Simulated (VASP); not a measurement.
The system is BAs5.

```
B As
1.0
     0.00000    4.02606    4.02606
     4.02606    0.00000    4.02606
     4.02606    4.02606    0.00000
B As
1 5
Direct
  0.00000 0.00000 0.00000
  0.75000 0.75000 0.75000
  0.59695 0.59695 0.59695
  0.59695 0.59695 0.20915
  0.59695 0.20915 0.59695
  0.20915 0.59695 0.59695
```

```yaml
Program: VASP 6.6.1
Task: relaxation of cell and atoms
Functional: PBE
Potentials_or_basis: VASP PAW PBE potentials, release 64 (B, As)
Cutoff: 600 eV
k_mesh: 4 × 4 × 4
Occupations: gaussian, width 0.1 eV
Spin: no spin polarisation
```

At the start: pressure 47.2 GPa; volume 21.75 Å³/atom.

Q: How do energy, volume and symmetry change on relaxing?

A: Over 12 steps the energy falls by 1458.5 meV/atom and the volume is 37.75 Å³/atom (+73.5 %); space group F-43m (No. 216, to 0.05 Å).

The path:
| step | energy change (eV) | largest force (eV/Å) | pressure (GPa) | volume (Å³) |
| --- | --- | --- | --- | --- |
| 1 | 0.0000 | 4.9605 | 47.23 | 130.52 |
| 2 | -5.8869 | 1.0713 | -3.81 | 293.00 |
| 3 | -7.5897 | 2.5377 | 3.12 | 202.96 |
| 4 | -7.5756 | 2.4238 | 1.23 | 214.39 |
| 5 | -7.5947 | 2.4754 | 1.91 | 209.86 |
| 6 | -8.3700 | 1.3558 | -1.29 | 227.95 |
| 7 | -8.5419 | 0.8281 | -2.35 | 243.14 |
| 8 | -8.7305 | 0.4314 | 0.55 | 226.04 |
| 9 | -8.7473 | 0.0709 | -0.21 | 229.52 |
| 10 | -8.7473 | 0.0963 | -0.15 | 229.25 |
| 11 | -8.7497 | 0.0549 | -0.09 | 228.04 |
| 12 | -8.7509 | 0.0014 | -0.01 | 226.51 |

Final structure:
```cif
data_structure
_symmetry_space_group_name_H-M 'P 1'
_symmetry_Int_Tables_number 1
_cell_length_a 6.8423
_cell_length_b 6.8423
_cell_length_c 6.8423
_cell_angle_alpha 60.000
_cell_angle_beta 60.000
_cell_angle_gamma 60.000
_cell_volume 226.51
loop_
_atom_site_label
_atom_site_type_symbol
_atom_site_fract_x
_atom_site_fract_y
_atom_site_fract_z
_atom_site_occupancy
B1 B 0.00000 0.00000 0.00000 1
As1 As 0.75000 0.75000 0.75000 1
As2 As 0.59491 0.59491 0.59491 1
As3 As 0.59491 0.59491 0.21526 1
As4 As 0.59491 0.21526 0.59491 1
As5 As 0.21526 0.59491 0.59491 1
```

Caveat: the volume moved by over 15 % at a fixed basis, so the end points are rough.
